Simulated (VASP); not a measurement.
# C in VASP: single point with PBE

Aim: the single point of C with PBE.

All numbers are computed with VASP 6.6.1; they aren't measurements. Logs are shortened: lines on timing, memory, paths and dates and some standing lists are left out, and cuts for length are marked.

### Step 1. The cell of the first run

The cell holds a slab with vacuum, 18 atoms: a = 7.398 Å, b = 7.398 Å, c = 11.000 Å, α = 90.00°, β = 90.00°, γ = 120.00°.

### Step 2. Single point, PBE

File INCAR:

```
SYSTEM = C
ALGO = Normal
EDIFF = 1E-7
ENCUT = 520
GGA = PE
ISIF = 2
ISMEAR = -1
LASPH = .TRUE.
LCHARG = .TRUE.
LELF = .TRUE.
LREAL = Auto
LVHAR = .TRUE.
LWAVE = .FALSE.
NBANDS = 51
NELM = 60
PREC = Accurate
SIGMA = 0.05
```

File KPOINTS:

```
k-points
0
G
  2 2 1
  0 0 0
```

File POSCAR:

```
C
1.0
    7.3980000000      0.0000000000      0.0000000000
   -3.6990000000      6.4068560000      0.0000000000
    0.0000000000      0.0000000000     11.0000000000
C
18
Direct
   -0.0042045091      0.0009989299      0.0922818182
    0.2244733699      0.1068542824      0.0987090909
   -0.0059013650      0.3328309548      0.0904000000
    0.2319539519      0.4536078226      0.1026909091
   -0.0031504724      0.6662862409      0.0703272727
    0.2225813934      0.7628702752      0.0912181818
    0.3231139932     -0.0136260281      0.0875000000
    0.5565655260      0.1133473267      0.0909181818
    0.3166406553      0.3217646846      0.0977909091
    0.5555323115      0.4416674887      0.1045909091
    0.3450722561      0.6725451610      0.1094909091
    0.5723878342      0.7891390098      0.0991000000
    0.6568552250      0.0026534075      0.0810363636
    0.8881201857      0.1087897090      0.0865000000
    0.6646586961      0.3340484007      0.0965545455
    0.8904790911      0.4478951923      0.0839636364
    0.6664374036      0.6703443936      0.0854909091
    0.8984142032      0.7880152137      0.0678090909
```

Potentials or basis: VASP PAW PBE potentials, release 64 (C).

Launch:

```console
$ cat potpaw_PBE.64/C/POTCAR > POTCAR
$ mpirun -np 1 vasp_std > vasp.out
```

OUTCAR:

```text
SYSTEM = C
   EDIFF = 1E-7
   ENCUT = 520
   GGA = PE
   ISIF = 2
   ISMEAR = -1
   LASPH = .TRUE.
   LREAL = Auto
   NELM = 60
   PREC = Accurate

 ion  position               nearest neighbor table
   1  0.996  0.001  0.092-  14 1.38  18 1.39   2 1.47
   2  0.224  0.107  0.099-   9 1.38   7 1.41   1 1.47
   3  0.994  0.333  0.090-  16 1.40  14 1.44   4 1.53
   4  0.232  0.454  0.103-   9 1.40  11 1.40   3 1.53
   5  0.997  0.666  0.070-  16 1.41  18 1.41   6 1.47
   6  0.223  0.763  0.091-  11 1.38   7 1.43   5 1.47
[... 10 lines left out ...]
  17  0.666  0.670  0.085-  12 1.37  10 1.48  18 1.50
  18  0.898  0.788  0.068-   1 1.39   5 1.41  17 1.50

  LATTYP: Found a hexagonal cell.
 ALAT       =     7.3980000000
 C/A-ratio  =     1.4868883482

  Lattice vectors:

 A1 = (   7.3980000000,   0.0000000000,   0.0000000000)
 A2 = (  -3.6990000000,   6.4068560000,   0.0000000000)
 A3 = (   0.0000000000,   0.0000000000,  11.0000000000)

Analysis of symmetry for initial positions (statically):
=====================================================================
 Subroutine PRICEL returns:
 Original cell was already a primitive cell.

 Routine SETGRP: Setting up the symmetry group for a
 hexagonal supercell.

 Subroutine GETGRP returns: Found  1 space group operations
 (whereof  1 operations were pure point group operations)
 out of a pool of 24 trial point group operations.

The static configuration has the point symmetry C_1 .

Analysis of symmetry for dynamics (positions and initial velocities):
=====================================================================
 Subroutine PRICEL returns:
 Original cell was already a primitive cell.

 Routine SETGRP: Setting up the symmetry group for a
 hexagonal supercell.

 Subroutine GETGRP returns: Found  1 space group operations
 (whereof  1 operations were pure point group operations)
 out of a pool of 24 trial point group operations.

The dynamic configuration has the point symmetry C_1 .

 Subroutine INISYM returns: Found  1 space group operations
 (whereof  1 operations are pure point group operations),
 and found     1 'primitive' translations

----------------------------------------------------------------------------------------

                                     Primitive cell

  volume of cell :     521.3771

  direct lattice vectors                    reciprocal lattice vectors
     7.398000000  0.000000000  0.000000000     0.135171668  0.078041398  0.000000000
    -3.699000000  6.406856000  0.000000000     0.000000000  0.156082796  0.000000000
     0.000000000  0.000000000 11.000000000     0.000000000  0.000000000  0.090909091

  length of vectors
     7.398000000  7.398000054 11.000000000     0.156082797  0.156082796  0.090909091

  position of ions in fractional coordinates (direct lattice)
     0.995795491  0.000998930  0.092281818
     0.224473370  0.106854282  0.098709091
     0.994098635  0.332830955  0.090400000
     0.231953952  0.453607823  0.102690909
     0.996849528  0.666286241  0.070327273
     0.222581393  0.762870275  0.091218182
[... 10 lines left out ...]
     0.666437404  0.670344394  0.085490909
     0.898414203  0.788015214  0.067809091

  ion indices of the primitive-cell ions
   primitive index   ion index
                 1           1
                 2           2
                 3           3
                 4           4
                 5           5
                 6           6
[... 10 lines left out ...]
                17          17
                18          18

----------------------------------------------------------------------------------------

 KPOINTS: k-points

Automatic generation of k-mesh.
 Grid dimensions read from file:
 generate k-points for:    2    2    1

 Generating k-lattice:

  Cartesian coordinates                     Fractional coordinates (reciprocal lattice)
     0.067585834  0.039020699  0.000000000     0.500000000 -0.000000000  0.000000000
     0.000000000  0.078041398  0.000000000     0.000000000  0.500000000  0.000000000
     0.000000000  0.000000000  0.090909091     0.000000000  0.000000000  1.000000000

  Length of vectors
     0.078041399  0.078041398  0.090909091

  Shift w.r.t. Gamma in fractional coordinates (k-lattice)
     0.000000000  0.000000000  0.000000000

 Subroutine IBZKPT returns following result:
 ===========================================

 Found      4 irreducible k-points:

 Following reciprocal coordinates:
            Coordinates               Weight
  0.000000  0.000000  0.000000      1.000000
  0.500000 -0.000000  0.000000      1.000000
  0.000000  0.500000  0.000000      1.000000
  0.500000  0.500000  0.000000      1.000000
   k-points           NKPTS =      4   k-points in BZ     NKDIM =      4   number of bands    NBANDS=     51
   number of dos      NEDOS =    301   number of ions     NIONS =     18
   total plane-waves  NPLWV = 263424
   dimension x,y,z NGX =    56 NGY =   56 NGZ =   84
   dimension x,y,z NGXF=   112 NGYF=  112 NGZF=  168
   ions per type =              18
   NGX,Y,Z   is equivalent  to a cutoff of  12.58, 12.58, 12.70 a.u.
   NGXF,Y,Z  is equivalent  to a cutoff of  25.17, 25.17, 25.39 a.u.
 SYSTEM =  C
   PREC   = accura    normal or accurate (medium, high low for compatibility)
   ISTART =      0    job   : 0-new  1-cont  2-samecut
   ICHARG =      2    charge: 1-file 2-atom 10-const
   ISPIN  =      1    spin polarized calculation?
   LNONCOLLINEAR =      F non collinear calculations
   LSORBIT =      F    spin-orbit coupling
   LASPH  =      T    aspherical Exc in radial PAW
   ENCUT  =  520.0 eV  38.22 Ry    6.18 a.u.  13.76 13.76 20.45*2*pi/ulx,y,z
   NELM   =     60;   NELMIN=  2; NELMDL= -5     # of ELM steps
   EDIFF  = 0.1E-06   stopping-criterion for ELM
   LREAL  =      T    real-space projection
   EDIFFG = 0.1E-05   stopping-criterion for IOM
   NSW    =      0    number of steps for IOM
   IBRION =     -1    ionic relax: 0-MD 1-quasi-New 2-CG
   NFREE  =      0    steps in history (QN), initial steepest desc. (CG)
   ISIF   =      2    stress and relaxation
   ISYM   =      2    0-nonsym 1-usesym 2-fastsym
   POTIM  = 0.5000    time-step for ionic-motion
   TEBEG  =    0.0;   TEEND  =   0.0 temperature during run
   PSTRESS=    0.0 pullay stress
   NELECT =      72.0000    total number of electrons
   NUPDOWN=      -1.0000    fix difference up-down
   EMIN   =  10.00;   EMAX   =-10.00  energy-range for DOS
   EFERMI =   0.00;   METHOD = LEGACY
   ISMEAR =    -1;   SIGMA  =   0.05  broadening in eV -4-tet -1-fermi 0-gaus
   EFERMI_NEDOS =   21; number of points for ismear=-14 and -15
   IALGO  =     38    algorithm
   IMIX   =      4    mixing-type and parameters
     AMIX     =   0.40;   BMIX     =  1.00
     AMIX_MAG =   1.60;   BMIX_MAG =  1.00
  volume/ion in A,a.u.               =      28.97       195.47
  Fermi-wavevector in a.u.,A,eV,Ry     =   0.846191  1.599069  9.742302  0.716039
  Thomas-Fermi vector in A             =   1.961499
   LORBIT       =      0    0 simple, 1 ext, 2 COOP (PROOUT), +10 PAW based schemes
   GGA     = PE    functional components
[... 5 lines left out ...]
 non-spin polarized calculation
  energy-cutoff  :      520.00
  volume of cell :      521.38
 maximum number of plane-waves:     14099
 NGX is ok and might be reduce to    56
   NGX = 27   NGY = 27   NGZ = 41

 number of electron      71.9999999 magnetization

 Free energy of the ion-electron system (eV)
  ---------------------------------------------------
  ext. energy  EPLUGINS =         0.00000000
  ---------------------------------------------------
  free energy    TOTEN  =      -163.43603169 eV

  energy without entropy =     -163.43533994  energy(sigma->0) =     -163.43568582

 E-fermi :  -1.5239     XC(G=0):  -3.9207

 val. band max:       -1.8440822665   @ k =   0.0000   0.0000   0.0000
 cond. band min:      -1.1981690637   @ k =   0.0000   0.0000   0.0000
 fundamental gap:      0.6459132028
 Fermi energy:        -1.5239483890

 k-point     1 :       0.0000    0.0000    0.0000
  band No.  band energies     occupation
      1     -21.0140      2.00000
      2     -18.6494      2.00000
      3     -18.5958      2.00000
      4     -18.5300      2.00000
      5     -18.3673      2.00000
      6     -18.2621      2.00000
[... 40 lines left out ...]
     47       4.0260      0.00000
     48       5.2077      0.00000

 k-point     2 :       0.5000   -0.0000    0.0000
  band No.  band energies     occupation
      1     -20.3855      2.00000
      2     -20.3385      2.00000
      3     -19.1900      2.00000
      4     -18.9268      2.00000
      5     -16.7861      2.00000
      6     -16.6849      2.00000
[... 40 lines left out ...]
     47       4.2386      0.00000
     48       4.4660      0.00000

 k-point     3 :       0.0000    0.5000    0.0000
  band No.  band energies     occupation
      1     -20.4683      2.00000
      2     -20.2473      2.00000
      3     -19.1683      2.00000
      4     -18.9598      2.00000
      5     -16.7650      2.00000
      6     -16.6922      2.00000
[... 40 lines left out ...]
     47       4.2262      0.00000
     48       4.6651      0.00000

 k-point     4 :       0.5000    0.5000    0.0000
  band No.  band energies     occupation
      1     -20.4318      2.00000
      2     -20.3025      2.00000
      3     -19.0759      2.00000
      4     -19.0269      2.00000
      5     -16.7065      2.00000
      6     -16.6259      2.00000
[... 40 lines left out ...]
     47       4.3183      0.00000
     48       4.6177      0.00000
 [bands above 48 left out]

------------------------ aborting loop because EDIFF is reached ----------------------------------------

  FORCE on cell =-STRESS in cart. coord.  units (eV):
  Direction    XX          YY          ZZ          XY          YZ          ZX
  --------------------------------------------------------------------------------------
  -------------------------------------------------------------------------------------
  Total        0.7218109      1.3371581     -1.5027058     -1.2469301      0.0290191     -1.2722307
  in kB        2.2181047      4.1090493     -4.6177730     -3.8317813      0.0891747     -3.9095294
  external PRESSURE =       0.5697937 kB  Pullay stress =       0.0000000 kB

 VOLUME and BASIS-vectors are now :
 -----------------------------------------------------------------------------
  energy-cutoff  :      520.00
  volume of cell :      521.38
      direct lattice vectors                 reciprocal lattice vectors
     7.398000000  0.000000000  0.000000000     0.135171668  0.078041398  0.000000000
    -3.699000000  6.406856000  0.000000000     0.000000000  0.156082796  0.000000000
     0.000000000  0.000000000 11.000000000     0.000000000  0.000000000  0.090909091

 POSITION                                       TOTAL-FORCE (eV/Angst)
 -----------------------------------------------------------------------------------
      7.36320      0.00640      1.01510         2.084152     -0.004681     -1.100745
      1.26540      0.68460      1.08580        -2.520649     -1.611896     -0.914160
      6.12320      2.13240      0.99440         2.287902      1.213738      0.311377
      0.03810      2.90620      1.12960        -2.158790     -3.254904     -0.465072
      4.91010      4.26880      0.77360         1.974874      0.063202      1.239877
     -1.17520      4.88760      1.00340        -2.261835      3.144568     -0.688290
[... 10 lines left out ...]
      2.45070      4.29480      0.94040         2.635347     -0.801094      0.441895
      3.73160      5.04870      0.74590        -1.733009     -2.794237      1.486191
 -----------------------------------------------------------------------------------
    total drift:                                0.000364     -0.020512      0.005025

  FREE ENERGIE OF THE ION-ELECTRON SYSTEM (eV)
  ---------------------------------------------------
  free  energy   TOTEN  =      -163.4360316914 eV

  energy  without entropy=     -163.4353399391  energy(sigma->0) =     -163.43568582
```

Wall time 3.3 min (1 thread of Intel Xeon 6975P-C (Granite Rapids), shared host); peak memory 0.54 GiB.

What came out:

| Property | Result |
| --- | --- |
| Free energy | -163.4360 eV |
| Largest force | 5.728 eV/Å |
| Band gap on the k mesh | 0.65 eV, direct |

Forces in eV/Å, atoms in the order of the input:
```
C    2.084 -0.005 -1.101
C   -2.521 -1.612 -0.914
C    2.288  1.214  0.311
C   -2.159 -3.255 -0.465
C    1.975  0.063  1.240
C   -2.262  3.145 -0.688
C    1.764  2.160  1.161
C   -2.723 -1.007 -0.227
C    4.294  3.568  1.279
C   -2.036  1.038 -1.593
C    0.193 -1.388 -0.903
C   -3.505 -1.858 -0.524
C    4.843  0.524  0.867
C   -2.182  1.982  0.158
C    0.320  0.172 -0.545
C   -1.277 -1.145  0.017
C    2.635 -0.801  0.442
C   -1.733 -2.794  1.486
```

Caveat: the k points lie up to 0.49 Å⁻¹ apart.
